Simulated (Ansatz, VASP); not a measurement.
**KF in VASP and in Ansatz**

```
K F
1.0
     3.29099    0.00000    0.00000
     0.00000    3.29099    0.00000
     0.00000    0.00000    3.29099
K F
1 1
Cartesian
  0.0000 0.0000 0.0000
  1.6455 1.6455 1.6455
```

Alike in both runs: task single point; functional PBE; k mesh 6 × 6 × 6; no spin polarisation.

|  | VASP | Ansatz |
| --- | --- | --- |
| version | VASP 6.6.1 | Ansatz 0.2.0 |
| potentials or method | VASP PAW PBE potentials, release 64 (K_sv, F) | plane waves, PAW |
| plane-wave cutoff (eV) | 520 | 420 |
| occupations | gaussian, width 0.01 eV | fixed |
| valence electrons in the cell | 16 | 16 |

VASP gave:

| Quantity | Value |
| --- | --- |
| gap on the k mesh at the Fermi level (eV) | 6.06 |
| pressure (GPa) | -0.9 |

Task: Which values does Ansatz return?

Result: gap on the k mesh at the Fermi level (eV): 6.08; pressure (GPa): -0.9.
